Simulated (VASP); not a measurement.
Here is a VASP 6.6.1 calculation.

The input INCAR:

```
ALGO = Normal
EDIFF = 1E-6
ENCUT = 520
GGA = RE
ISIF = 2
ISMEAR = -1
LASPH = True
LCHARG = False
LREAL = False
LWAVE = False
NBANDS = 9
NELM = 60
PREC = Accurate
SIGMA = 0.1
```

The input KPOINTS:

```
k-points
0
Gamma
  12 12 12
```

Contents of POSCAR:

```
Be
1.0
    0.0000000000      2.5326250629      2.5326250629
    2.5326250629      0.0000000000      2.5326250629
    2.5326250629      2.5326250629      0.0000000000
Be
2
Direct
    0.1250000000      0.1250000000      0.1250000000
    0.8750000000      0.8750000000      0.8750000000
```

Potentials or basis: VASP PAW PBE potentials, release 64 (Be).

Launch:

```console
$ cat potpaw_PBE.64/Be/POTCAR > POTCAR
$ mpirun -np 1 vasp_std > vasp.out
```

Q: What does it give for the band gap on the k mesh?

A: Zero (band 2 reaches 5.82 eV, above the bottom of band 3 at 0.19 eV).

Q: Estimate the pressure.

A: -2.8 GPa.

Caveat: the PAW data sets were made with another functional, which shifts forces and pressure a little.
